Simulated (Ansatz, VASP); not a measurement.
**W: VASP beside Ansatz**

```
W
1.0
    -1.72508    1.72508    1.66119
     1.72508   -1.72508    1.66119
     1.72508    1.72508   -1.66119
W
1
Direct
  0.00000 0.00000 0.00000
```

Change from the starting cell: strain +0.080 along x and y, +0.040 along z, atoms carried along.

Alike in both runs: task single point; functional PBEsol; k mesh 20 × 20 × 20; occupations gaussian, width 0.15 eV; no spin polarisation.

```csv
,VASP,Ansatz
version,VASP 6.6.1,Ansatz 0.2.0
potentials or method,"VASP PAW PBE potentials, release 64 (W_sv), cutoff 520 eV","scalar-relativistic, plane waves, PAW"
valence electrons in the cell,14,14
```

|  | VASP | Ansatz | Ansatz less VASP |
| --- | --- | --- | --- |
| gap on the k mesh at the Fermi level (eV) | none | none | - |
| pressure (GPa) | -45.4 | -45.5 | -0.05 |
| traceless stress, the component that is largest in VASP (GPa) | 4.90 | 4.90 | -0.002 |

VASP's potentials were made for PBE, not for PBEsol. A gap of «none» marks a metal or a gap that the smearing closes. Both programs put the cell under strong tension, so it lies far from rest at this level.

Spin-orbit coupling is off throughout. Noted on VASP's run: the cell as given lies far from equilibrium.
